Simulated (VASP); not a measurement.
Set up this calculation in VASP 6.6.1, as the native input.

| Quantity | Value |
| --- | --- |
| Task | relaxation of cell and atoms |
| Functional | PBE |
| Potentials or basis | VASP PAW PBE potentials, release 64 (Be, Cd, S) |
| Cutoff | 600 eV |
| k mesh | 8 × 8 × 10 |
| Occupations | gaussian, width 0.1 eV |
| Spin | no spin polarisation |
| Dipole correction | no |
| Further INCAR settings | ALGO = Normal; EDIFF = 1e-07; IBRION = 2; EDIFFG = -0.01; NSW = 100; ISIF = 3 |

The structure of Be3CdS2 lies in POSCAR:

```
Be3CdS2
1.0
    5.1852376134      0.0000000000      0.0000000000
    0.0000000000      5.1852376134      0.0000000000
    0.0000000000      0.0000000000      3.9301830589
Be Cd S
3 1 2
Direct
    0.0000000000      0.0000000000      0.0000000000
    0.0000000000      0.5000000000      0.5000000000
    0.5000000000      0.0000000000      0.5000000000
    0.5000000000      0.5000000000      0.0000000000
    0.0000000000      0.5000000000      0.0000000000
    0.5000000000      0.0000000000      0.0000000000
```

One way to write it, as run:

INCAR

```
SYSTEM = Be3CdS2
ALGO = Normal
EDIFF = 1E-7
EDIFFG = -0.01
ENCUT = 600
GGA = PE
GGA_COMPAT = .False.
IBRION = 2
ISIF = 3
ISMEAR = 0
LASPH = .True.
LCHARG = .False.
LREAL = .False.
LWAVE = .False.
NELM = 120
NELMIN = 4
NSW = 100
PREC = Accurate
SIGMA = 0.1
```

KPOINTS

```
k-points
0
Gamma
  8 8 10
  0 0 0
```

Potentials or basis: VASP PAW PBE potentials, release 64 (Be, Cd, S).

Command:

```sh
$ cat potpaw_PBE.64/Be/POTCAR potpaw_PBE.64/Cd/POTCAR potpaw_PBE.64/S/POTCAR > POTCAR
$ mpirun -np 1 vasp_std > vasp.out
```

It gave:

| Quantity | Value |
| --- | --- |
| Relaxed volume | 17.95 Å³/atom |
| Relaxed cell | a = 5.250 Å, b = 5.250 Å, c = 3.907 Å, α = 90.00°, β = 90.00°, γ = 90.00° |
| Space group after relaxing (to 0.05 Å) | P4/mmm (No. 123) |
| Energy gained by relaxing | 1.0 meV/atom |
| Ionic steps | 5 |
| Pressure after relaxing | 0.0 GPa |
| Band gap on the k mesh | zero (band 15 reaches 4.96 eV, above the bottom of band 16 at 3.79 eV) |

Wall time 6.2 min on 1 thread of Intel(R) Xeon(R) 6975P-C (Granite Rapids), on a shared host, peak memory 0.4 GiB.
